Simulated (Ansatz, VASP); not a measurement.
One calculation of Zr, two programs

Contents of INCAR:

```
SYSTEM = Zr
PREC = Accurate ; ENCUT = 500
EDIFF = 1E-6 ; ISMEAR = 0
SIGMA = 0.15 ; LREAL = .FALSE.
LASPH = .TRUE. ; NELM = 120
ALGO = Normal ; ISIF = 2
LWAVE = .FALSE. ; LCHARG = .FALSE.
GGA = PE ; NBANDS = 12
GGA_COMPAT = .FALSE.
```

KPOINTS

```
regular mesh
0
G
  20 20 20
  0 0 0
```

File POSCAR:

```
Zr
1.0
   -1.8785589399      1.8785589399      1.6178149591
    1.8785589399     -1.8785589399      1.6178149591
    1.8785589399      1.8785589399     -1.6178149591
Zr
1
Direct
    0.0000000000      0.0000000000      0.0000000000
```

Input for Ansatz:

```yaml
crystal:
  lattice:
    - [-1.8785589399, 1.8785589399, 1.6178149591]
    - [1.8785589399, -1.8785589399, 1.6178149591]
    - [1.8785589399, 1.8785589399, -1.6178149591]
  atoms:
    - { symbol: Zr, position: [0.0, 0.0, 0.0] }
basis:
  ecutwfc: 420
kpoints:
  mp_grid: { grid: [20, 20, 20] }
hamiltonian:
  xc: pbe
scf:
  occupations: { method: gaussian, width: 0.15 }
output:
  forces: true
  stress: true
  eigenvalues: true
```

Alike in both runs: task single point; functional PBE; k mesh 20 × 20 × 20; occupations gaussian, width 0.15 eV; no spin polarisation.

```csv
,VASP,Ansatz
version,VASP 6.6.1,Ansatz 0.2.0
potentials or method,"VASP PAW PBE potentials, release 64 (Zr_sv), cutoff 500 eV","scalar-relativistic, plane waves, PAW"
valence electrons in the cell,12,12
```

```tsv
	VASP	Ansatz	Ansatz less VASP
gap on the k mesh at the Fermi level (eV)	none	none	-
pressure (GPa)	0.4	0.3	-0.06
traceless stress, the component that is largest in VASP (GPa)	-0.87	-0.87	-0.002
```

A gap of «none» marks a metal or a gap that the smearing closes. The functional is the same, so the differences come from potentials, cutoffs and numerics.
